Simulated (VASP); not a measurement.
# KZnF3: single point with PBE

KZnF3:

```
CELL_PARAMETERS angstrom
4.05000 0.00000 0.00000
0.00000 4.05000 0.00506
0.00000 0.00506 4.05000
ATOMIC_POSITIONS crystal
K 0.00000 0.00000 0.00000
Zn 0.50000 0.50000 0.50000
F 0.50000 0.50000 0.00000
F 0.00000 0.50000 0.50000
F 0.50000 0.00000 0.50000
```

This cell differs from its parent crystal: strain +0.0025 x Voigt [0, 0, 0, 1, 0, 0].

```json
{"Program": "VASP 6.6.1", "Task": "single point", "Functional": "PBE", "Potentials or basis": "VASP PAW PBE potentials, release 64 (K_sv, Zn, F)", "Cutoff": "520 eV", "k mesh": "6 × 6 × 6", "Occupations": "gaussian, width 0.05 eV", "Spin": "no spin polarisation", "Dipole correction": "no", "Further INCAR settings": "ALGO = Normal; EDIFF = 1e-06; NBANDS = 29"}
```

```json
{
  "Pressure": "5.0 GPa",
  "Band gap on the k mesh": "3.79 eV (least direct gap 5.64 eV)"
}
```

Stress tensor (GPa, compression positive):
```
 4.96  0.00  0.00
 0.00  4.96 -0.08
 0.00 -0.08  4.96
```

Levels at points of the mesh, in eV from the valence-band top:
| k point | band 19 | band 20 | band 21 | band 22 | band 23 | band 24 |
| --- | --- | --- | --- | --- | --- | --- |
| (0.00, 0.00, 0.00) | -1.86 | -1.86 | -1.85 | 3.79 | 8.70 | 8.70 |
| (0.50, 0.00, 0.00) | -1.70 | -1.70 | -1.58 | 6.56 | 8.30 | 9.65 |
| (0.00, 0.50, 0.00) | -1.70 | -1.70 | -1.58 | 6.56 | 8.30 | 9.65 |
| (0.50, 0.50, 0.00) | -1.79 | -1.51 | 0.00 | 8.04 | 10.12 | 10.15 |
| (0.00, 0.50, 0.50) | -1.79 | -1.51 | 0.00 | 8.04 | 10.12 | 10.15 |
| (0.50, 0.50, 0.50) | -1.49 | 0.00 | 0.00 | 8.42 | 8.43 | 8.44 |

It took 40 s on 1 thread of Intel(R) Xeon(R) 6975P-C (Granite Rapids), on a shared host, peak memory 0.22 GiB.

Caveat: the cell differs from its parent crystal (strain +0.0025 x Voigt [0, 0, 0, 1, 0, 0]); the cell stands under pressure. A k mesh can miss the band edges.
